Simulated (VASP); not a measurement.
# Be (P4_2/mnm) in VASP: a series of runs, part 2 of 2

VASP 6.6.1.

**3. Relaxation of cell and atoms, PBE**

Input file INCAR:

```
PREC     = Accurate       # precision mode
ENCUT    = 600            # plane-wave cutoff, eV
EDIFF    = 1E-6           # SCF threshold, eV
ISMEAR   = 0              # smearing method
SIGMA    = 0.1            # smearing width, eV
LREAL    = False          # projectors in reciprocal space
LASPH    = True           # aspherical terms in the spheres
NELM     = 100            # most SCF steps
ALGO     = Normal         # electronic algorithm
ISIF     = 3              # what is computed and relaxed
LWAVE    = False          # write WAVECAR
LCHARG   = False          # write CHGCAR
GGA      = PE             # functional
IBRION   = 2              # ionic algorithm
NSW      = 100            # ionic steps
EDIFFG   = -0.005         # ionic threshold
```

Input file KPOINTS:

```
Automatic mesh
0
Gamma
  12 12 18
```

Input file POSCAR:

```
Be
1.0
    3.7468140000      0.0000000000      0.0000000000
    0.0000000000      3.7468140000      0.0000000000
    0.0000000000      0.0000000000      2.2812800000
Be
4
Direct
    0.2974080000      0.2974080000      0.0000000000
    0.7025920000      0.7025920000      0.0000000000
    0.2025920000      0.7974080000      0.5000000000
    0.7974080000      0.2025920000      0.5000000000
```

Potentials or basis: VASP PAW PBE potentials, release 64 (Be).

Started as:

```sh
$ cat potpaw_PBE.64/Be/POTCAR > POTCAR
$ mpirun -np 1 vasp_std > vasp.out
```

OUTCAR:

```text
PREC = Accurate
   ENCUT = 600
   EDIFF = 1E-6
   ISMEAR = 0
   LREAL = False
   LASPH = True
   NELM = 100
   ISIF = 3
   GGA = PE
   IBRION = 2
   NSW = 100
   EDIFFG = -0.005

 ion  position               nearest neighbor table
   1  0.297  0.297  0.000-   2 2.15   3 2.22   4 2.22   3 2.22   4 2.22   3 2.22   3 2.22   4 2.22
                             4 2.22
   2  0.703  0.703  0.000-   1 2.15   3 2.22   4 2.22   3 2.22   4 2.22   4 2.22   4 2.22   3 2.22
                             3 2.22
   3  0.203  0.797  0.500-   4 2.15   2 2.22   1 2.22   1 2.22   2 2.22   1 2.22   1 2.22   2 2.22
                             2 2.22
   4  0.797  0.203  0.500-   3 2.15   2 2.22   1 2.22   1 2.22   2 2.22   2 2.22   2 2.22   1 2.22
                             1 2.22

  LATTYP: Found a simple tetragonal cell.
 ALAT       =     3.7468140000
 C/A-ratio  =     0.6088586196

  Lattice vectors:

 A1 = (   3.7468140000,   0.0000000000,   0.0000000000)
 A2 = (   0.0000000000,   3.7468140000,   0.0000000000)
 A3 = (   0.0000000000,   0.0000000000,   2.2812800000)

Analysis of symmetry for initial positions (statically):
=====================================================================
 Subroutine PRICEL returns:
 Original cell was already a primitive cell.

 Routine SETGRP: Setting up the symmetry group for a
 simple tetragonal supercell.

 Subroutine GETGRP returns: Found 16 space group operations
 (whereof  8 operations were pure point group operations)
 out of a pool of 16 trial point group operations.

The static configuration has the point symmetry D_2h.
 The point group associated with its full space group is D_4h.

Analysis of symmetry for dynamics (positions and initial velocities):
=====================================================================
 Subroutine PRICEL returns:
 Original cell was already a primitive cell.

 Routine SETGRP: Setting up the symmetry group for a
 simple tetragonal supercell.

 Subroutine GETGRP returns: Found 16 space group operations
 (whereof  8 operations were pure point group operations)
[... 146 lines left out ...]

--------------------------------------- Ionic step        1  -------------------------------------------

 number of electron       8.0000000 magnetization

 Free energy of the ion-electron system (eV)
  ---------------------------------------------------
  ext. energy  EPLUGINS =         0.00000000
  ---------------------------------------------------
  free energy    TOTEN  =       -14.86234161 eV

  energy without entropy =      -14.86009068  energy(sigma->0) =      -14.86121614

------------------------ aborting loop because EDIFF is reached ----------------------------------------

  FORCE on cell =-STRESS in cart. coord.  units (eV):
  Direction    XX          YY          ZZ          XY          YZ          ZX
  --------------------------------------------------------------------------------------
  -------------------------------------------------------------------------------------
  Total        0.2060059      0.2060059     -0.3140115     -0.0000000      0.0000000      0.0000000
  in kB       10.3059340     10.3059340    -15.7091712     -0.0000000      0.0000000      0.0000000
  external PRESSURE =       1.6342323 kB  Pullay stress =       0.0000000 kB
[... 139 lines left out ...]
--------------------------------------- Ionic step        5  -------------------------------------------

 number of electron       8.0000000 magnetization

 Free energy of the ion-electron system (eV)
  ---------------------------------------------------
  ext. energy  EPLUGINS =         0.00000000
  ---------------------------------------------------
  free energy    TOTEN  =       -14.86451638 eV

  energy without entropy =      -14.86238675  energy(sigma->0) =      -14.86345156

 E-fermi :   6.7384     XC(G=0): -10.5538

 val. band max:        6.7283145277   @ k =   0.4167   0.0000   0.3333
 cond. band min:       6.7397869406   @ k =   0.0833   0.0000   0.2778
 fundamental gap:      0.0114724129
 Fermi energy:         6.7384027472

 k-point     1 :       0.0000    0.0000    0.0000
  band No.  band energies     occupation
      1      -4.3658      2.00000
      2       1.7706      2.00000
      3       2.3763      2.00000
      4       5.6374      2.00000
      5       5.6374      2.00000
      6      11.5360      0.00000
      7      11.5360      0.00000
      8      13.9977      0.00000
[... 243 lines left out ...]
 k-point    24 :       0.4167    0.3333    0.0000
  band No.  band energies     occupation
      1      -2.1258      2.00000
      2      -0.8233      2.00000
      3       0.4802      2.00000
      4       1.7950      2.00000
      5      12.2170      0.00000
      6      12.9584      0.00000
      7      14.4107      0.00000
      8      17.5577      0.00000

 [... further k-points ...]

------------------------ aborting loop because EDIFF is reached ----------------------------------------

  FORCE on cell =-STRESS in cart. coord.  units (eV):
  Direction    XX          YY          ZZ          XY          YZ          ZX
  --------------------------------------------------------------------------------------
  -------------------------------------------------------------------------------------
  Total       -0.0014310     -0.0014310      0.0014180     -0.0000000      0.0000000      0.0000000
  in kB       -0.0714108     -0.0714108      0.0707649     -0.0000000      0.0000000      0.0000000
  external PRESSURE =      -0.0240189 kB  Pullay stress =       0.0000000 kB
[... 19 lines left out ...]
  FREE ENERGIE OF THE ION-ELECTRON SYSTEM (eV)
  ---------------------------------------------------
  free  energy   TOTEN  =       -14.8645163756 eV

  energy  without entropy=      -14.8623867535  energy(sigma->0) =      -14.86345156

 reached required accuracy - stopping structural energy minimisation
```

Run time: 83 s. Hardware: 1 thread of Intel Xeon 6975P-C (Granite Rapids), shared host; peak memory 0.18 GiB.

Results:

* Free energy: -14.8645 eV
* Relaxed volume: 8.03 Å³/atom
* Relaxed cell: a = 3.764 Å, b = 3.764 Å, c = 2.266 Å, α = 90.00°, β = 90.00°, γ = 90.00°
* Space group after relaxing (to 0.05 Å): P4_2/mnm (No. 136)
* Energy gained by relaxing: 0.5 meV/atom
* Ionic steps: 5
* Pressure after relaxing: 0.0 GPa
* Band gap on the k mesh: zero (band 4 reaches 7.76 eV, above the bottom of band 5 at 5.64 eV)

Step by step:
```csv
step,energy change (eV),largest force (eV/Å),pressure (GPa),volume (Å³)
1,0.0000,0.0093,0.16,32.03
2,-0.0016,0.0262,0.07,32.06
3,-0.0018,0.0351,0.01,32.08
4,-0.0020,0.0225,0.01,32.09
5,-0.0022,0.0005,0.00,32.11
```

Final structure:
```cif
data_structure
_symmetry_space_group_name_H-M 'P 1'
_symmetry_Int_Tables_number 1
_cell_length_a 3.7641
_cell_length_b 3.7641
_cell_length_c 2.2660
_cell_angle_alpha 90.000
_cell_angle_beta 90.000
_cell_angle_gamma 90.000
_cell_volume 32.11
loop_
_atom_site_label
_atom_site_type_symbol
_atom_site_fract_x
_atom_site_fract_y
_atom_site_fract_z
_atom_site_occupancy
Be1 Be 0.29854 0.29854 0.00000 1
Be2 Be 0.70146 0.70146 0.00000 1
Be3 Be 0.20146 0.79854 0.50000 1
Be4 Be 0.79854 0.20146 0.50000 1
```

Levels at points of the mesh, in eV from the Fermi level:
```csv
k point,band 2,band 3,band 4,band 5,band 6,band 7
"(0.00, 0.00, 0.00)",-4.97,-4.36,-1.10,-1.10,4.80,4.80
"(0.50, 0.00, 0.00)",-9.15,-2.68,-2.68,1.44,1.44,8.91
"(0.50, 0.50, 0.00)",-7.19,-7.14,-7.14,8.22,8.22,9.21
"(0.00, 0.00, 0.50)",-5.68,1.02,1.02,1.90,1.90,2.74
"(0.50, 0.00, 0.50)",-4.37,-3.28,-3.28,3.79,3.79,5.08
"(0.50, 0.50, 0.50)",-3.68,-3.31,-3.31,1.88,1.88,1.88
```

**4. Single point, PBE**

This run uses another cell than the first one: it holds 8 atoms, not 4.

Input file INCAR:

```
SYSTEM = Be
ALGO     = Normal         ! electronic algorithm
EDIFF    = 1E-6           ! SCF threshold, eV
ENCUT    = 520            ! plane-wave cutoff, eV
GGA      = PE             ! functional
ISIF     = 2              ! what is computed and relaxed
ISMEAR   = 0              ! smearing method
LASPH    = .True.         ! aspherical terms in the spheres
LCHARG   = .True.         ! write CHGCAR
LELF     = .True.         ! ELF
LREAL    = .False.        ! projectors in reciprocal space
LVHAR    = .True.       
LWAVE    = .False.        ! write WAVECAR
NBANDS   = 18             ! bands
NELM     = 100            ! most SCF steps
PREC     = Accurate       ! precision mode
SIGMA    = 0.1            ! smearing width, eV
```

Input file KPOINTS:

```
k-points
0
Gamma
  8 8 8
  0 0 0
```

Input file POSCAR:

```
Be
1.0
   -3.7536971732      0.0000000000      2.2748541598
    3.7536971732      0.0000000000      2.2748541598
    0.0000000000      3.7536971732     -2.2748541598
Be
8
Direct
    0.0000000000      0.2981513128      0.2981513128
    0.5000000000      0.7981513128      0.2981513128
    0.5000000000      0.2018486872      0.7018486872
    0.0000000000      0.7018486872      0.7018486872
    0.5481513128      0.7500000000      0.7981513128
    0.0481513128      0.2500000000      0.7981513128
    0.9518486872      0.7500000000      0.2018486872
    0.4518486872      0.2500000000      0.2018486872
```

Started as:

```sh
$ cat potpaw_PBE.64/Be/POTCAR > POTCAR
$ mpirun -np 1 vasp_std > vasp.out
```

Wall time 30 s (1 thread of Intel Xeon 6975P-C (Granite Rapids), shared host); peak memory 0.21 GiB.

The run converged. Its results:

| Property | Result |
| --- | --- |
| Free energy | -29.7267 eV |
| Pressure | 0.1 GPa |
| Largest force | 0.018 eV/Å |
| Band gap on the k mesh | zero (band 8 reaches 7.79 eV, above the bottom of band 9 at 5.71 eV) |

Forces on the atoms (eV/Å):
```
Be  -0.013 -0.013  0.000
Be  -0.013 -0.013  0.000
Be   0.013  0.013  0.000
Be   0.013  0.013  0.000
Be   0.013 -0.013  0.000
Be   0.013 -0.013  0.000
Be  -0.013  0.013  0.000
Be  -0.013  0.013  0.000
```

Stress tensor (GPa, compression positive):
```
0.07 0.00 0.00
0.00 0.07 0.00
0.00 0.00 0.18
```

Levels at points of the mesh, in eV from the Fermi level:
```tsv
k point	band 4	band 5	band 6	band 7	band 8	band 9	band 10	band 11	band 12	band 13
(0.00, 0.00, 0.00)	-3.63	-3.63	-3.27	-3.27	-0.96	-0.96	1.92	1.92	1.93	1.93
(0.50, 0.00, 0.00)	-4.91	-4.68	-4.68	-1.23	-1.23	3.11	3.11	4.02	4.02	4.66
(0.50, 0.50, 0.00)	-4.32	-3.24	-3.24	-2.56	-2.56	1.58	1.58	3.86	3.86	5.15
(0.50, 0.50, 0.50)	-7.05	-5.65	-5.65	1.12	1.12	1.96	1.96	2.77	2.77	7.57
```

**5. Relaxation of cell and atoms, PBE**

This run uses another cell than the first one: it holds 8 atoms, not 4.

Input file INCAR:

```
SYSTEM = Be
  PREC = Accurate
  ENCUT = 600
  EDIFF = 1E-6
  ISMEAR = 0
  SIGMA = 0.1
  LREAL = .FALSE.
  LASPH = .TRUE.
  NELM = 100
  ALGO = Normal
  ISIF = 3
  LWAVE = .FALSE.
  LCHARG = .FALSE.
  GGA = PE
  IBRION = 2
  NSW = 80
  EDIFFG = -0.015
```

Input file KPOINTS:

```
regular mesh
0
G
  8 8 8
  0 0 0
```

Input file POSCAR:

```
Be
1.0
   -3.7623086407      0.0000000000      2.2650944497
    3.7623086407      0.0000000000      2.2650944497
    0.0000000000      3.7623086407     -2.2650944497
Be
8
Direct
    0.0000000000      0.2985680212      0.2985680212
    0.5000000000      0.7985680212      0.2985680212
    0.5000000000      0.2014319788      0.7014319788
    0.0000000000      0.7014319788      0.7014319788
    0.5485680212      0.7500000000      0.7985680212
    0.0485680212      0.2500000000      0.7985680212
    0.9514319788      0.7500000000      0.2014319788
    0.4514319788      0.2500000000      0.2014319788
```

Started as:

```sh
$ cat potpaw_PBE.64/Be/POTCAR > POTCAR
$ mpirun -np 1 vasp_std > vasp.out
```

It took 65 s on 1 thread of Intel Xeon 6975P-C (Granite Rapids), shared host; peak memory 0.22 GiB.

The run converged. Its results:

```yaml
Free_energy: -29.7270 eV
Relaxed_volume: 8.01 Å³/atom
Relaxed_cell: a = 4.389 Å, b = 4.389 Å, c = 4.389 Å, α = 105.62°, β = 105.62°, γ = 117.49°
Space_group_after_relaxing_to_0.05_Å: P4_2/mnm (No. 136)
Energy_gained_by_relaxing: 0.3 meV/atom
Ionic_steps: 5
Pressure_after_relaxing: 0.0 GPa
Band_gap_on_the_k_mesh: zero (band 8 reaches 7.80 eV, above the bottom of band 9 at 5.74 eV)
```

The path:
| step | energy change (eV) | largest force (eV/Å) | pressure (GPa) | volume (Å³) |
| --- | --- | --- | --- | --- |
| 1 | 0.0000 | 0.0139 | 0.15 | 64.12 |
| 2 | -0.0016 | 0.0223 | -0.02 | 64.20 |
| 3 | -0.0018 | 0.0270 | -0.11 | 64.23 |
| 4 | -0.0021 | 0.0172 | -0.05 | 64.19 |
| 5 | -0.0022 | 0.0016 | 0.05 | 64.12 |

Final structure:
```xyz
8
Lattice="-3.7520 0.0000 2.2773 3.7520 0.0000 2.2773 0.0000 3.7520 -2.2773" Properties=species:S:1:pos:R:3 pbc="T T T"
Be    1.1166    1.1166    0.0000
Be    1.1166    1.1166    2.2772
Be   -1.1166    2.6354    0.0000
Be    2.6354    2.6354    0.0000
Be    0.7594    2.9927    1.1386
Be    0.7594    2.9927   -1.1386
Be   -0.7594    0.7594    3.4159
Be   -0.7594    0.7594    1.1386
```

Levels at points of the mesh, in eV from the Fermi level:
```
           k point  band 6  band 7  band 8  band 9  band 10  band 11
(0.00, 0.00, 0.00)   -3.29   -3.29   -0.94   -0.94     1.91     1.91
(0.50, 0.00, 0.00)   -4.69   -1.23   -1.23    3.09     3.09     4.02
(0.50, 0.50, 0.00)   -3.27   -2.56   -2.56    1.57     1.57     3.85
(0.50, 0.50, 0.50)   -5.67    1.12    1.12    1.95     1.95     2.75
```

**6. Single point, PBE (strained and its atoms moved)**

Input file INCAR:

```
SYSTEM = Be
ALGO = Normal ; EDIFF = 1E-6
ENCUT = 520 ; GGA = PE
ISIF = 2 ; ISMEAR = 0
LASPH = .TRUE. ; LCHARG = .FALSE.
LREAL = .FALSE. ; LWAVE = .FALSE.
NBANDS = 12 ; NELM = 80
PREC = Accurate ; SIGMA = 0.1
```

Input file KPOINTS:

```
k-points
0
G
  12 12 18
  0 0 0
```

Input file POSCAR:

```
Be
1.0
    3.8864952259      0.0000000000      0.0000000000
    0.0000000000      3.8864952259      0.0000000000
    0.0000000000      0.0000000000      2.1610109184
Be
4
Direct
    0.3257163220      0.3257163220      0.0000000000
    0.6742836780      0.6742836780      0.0000000000
    0.1742836780      0.8257163220      0.5000000000
    0.8257163220      0.1742836780      0.5000000000
```

Potentials or basis: VASP PAW PBE potentials, release 64 (Be).

Started as:

```sh
$ cat potpaw_PBE.64/Be/POTCAR > POTCAR
$ mpirun -np 1 vasp_std > vasp.out
```

Wall time 80 s (1 thread of Intel Xeon Platinum 8259CL at 2.50GHz (Skylake/Cascade Lake), shared host); peak memory 0.2 GiB.

It converged, with:

| Item | Value |
| --- | --- |
| Free energy | -14.4115 eV |
| Pressure | 2.0 GPa |
| Largest force | 1.569 eV/Å |
| Band gap on the k mesh | zero (band 4 reaches 7.60 eV, above the bottom of band 5 at 4.20 eV) |

Forces in eV/Å, atoms in the order of the input:
```
Be  -1.109 -1.109  0.000
Be   1.109  1.109  0.000
Be   1.109 -1.109  0.000
Be  -1.109  1.109  0.000
```

Stress tensor (GPa, compression positive):
```
-0.88  0.00  0.00
 0.00 -0.88  0.00
 0.00  0.00  7.72
```

Levels at points of the mesh, in eV from the Fermi level:
| k point | band 1 | band 2 | band 3 | band 4 | band 5 | band 6 | band 7 | band 8 | band 9 |
| --- | --- | --- | --- | --- | --- | --- | --- | --- | --- |
| (0.00, 0.00, 0.00) | -10.81 | -5.21 | -3.70 | -2.20 | -2.20 | 5.09 | 5.41 | 5.41 | 8.66 |
| (0.50, 0.00, 0.00) | -8.98 | -8.98 | -3.16 | -3.16 | 1.29 | 1.29 | 7.75 | 7.75 | 14.33 |
| (0.50, 0.50, 0.00) | -7.27 | -7.27 | -7.03 | -7.03 | 7.68 | 7.68 | 8.77 | 8.77 | 9.62 |
| (0.00, 0.00, 0.50) | -4.96 | -4.96 | 1.20 | 1.20 | 2.07 | 2.07 | 4.09 | 4.09 | 6.98 |
| (0.50, 0.00, 0.50) | -4.00 | -4.00 | -2.17 | -2.17 | 3.88 | 3.88 | 5.30 | 5.30 | 6.72 |
| (0.50, 0.50, 0.50) | -3.33 | -3.33 | -2.31 | -2.31 | 2.11 | 2.11 | 2.39 | 2.39 | 11.74 |

Caveat: the cell differs from its parent crystal (strained and its atoms moved); forces of over 1 eV/Å act on the atoms, so gaps and moduli don't describe the material at rest.

**7. Summary**

| task | cell | k mesh | cutoff (eV) | gap on the mesh (eV) | pressure (GPa) | relaxed volume (Å³/atom) | largest force (eV/Å) |
| --- | --- | --- | --- | --- | --- | --- | --- |
| single point | a = 3.762, b = 3.762, c = 2.265 Å, 4 atoms | 12 × 12 × 18 | 520 | none | 0.1 | - | - |
| relaxation of cell and atoms | relaxed from a = 3.747, b = 3.747, c = 2.281 Å, 4 atoms | 12 × 12 × 18 | 600 | none | 0.0 | 8.03 | - |
| single point | a = 4.389 Å, angles 105.6, 105.6, 117.6°, 8 atoms | 8 × 8 × 8 | 520 | none | 0.1 | - | 0.02 |
| relaxation of cell and atoms | relaxed from a = 4.392 Å, angles 105.4, 105.4, 117.9°, 8 atoms | 8 × 8 × 8 | 600 | none | 0.0 | 8.01 | - |
| single point | a = 3.886, b = 3.886, c = 2.161 Å, 4 atoms | 12 × 12 × 18 | 520 | none | 2.0 | - | 1.57 |

Alike in all rows: level PBE; potentials or basis VASP PAW PBE potentials, release 64 (Be); no spin polarisation; smearing gaussian 0.1 eV.

Caveats: forces of over 1 eV/Å act on the atoms, so gaps and moduli don't describe the material at rest (some runs).

Total energies depend on the potentials used, so only differences within one code and one set of settings carry meaning.
